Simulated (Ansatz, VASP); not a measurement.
## One calculation of Ni, two programs

```
Ni
1.0
     2.38608    0.00000    0.00000
     0.00000    2.38608    0.00000
     0.00000    0.00000    2.38608
Ni
1
Direct
  0.00000 0.00000 0.00000
```

Alike in both runs: task single point; functional RPBE; k mesh 15 × 15 × 15; occupations fermi-dirac, width 0.05 eV; collinear spin.

```csv
,VASP,Ansatz
version,VASP 6.6.1,Ansatz 0.2.0
potentials or method,"VASP PAW PBE potentials, release 64 (Ni), cutoff 520 eV","plane waves (420 eV) with PAW, scalar-relativistic"
valence electrons in the cell,10,18
```

Ansatz gave:

- pressure (GPa): -4.0
- net moment per atom (μB): 0.71
- size of the moment on the site where the two differ most (μB): 0.73

**Question.** Which values does VASP return?

**Answer.** Pressure (GPa): -4.0; net moment per atom (μB): 0.68; size of the moment on the site where the two differ most (μB): 0.69.

VASP's potentials were made for PBE, not for RPBE. Site moments also hang on the region over which each program counts them. The functional is the same, so the differences come from potentials, cutoffs and numerics. VASP's potentials hold 10 valence electrons a cell and Ansatz's 18, so a difference there can come from the potentials and not from the codes.
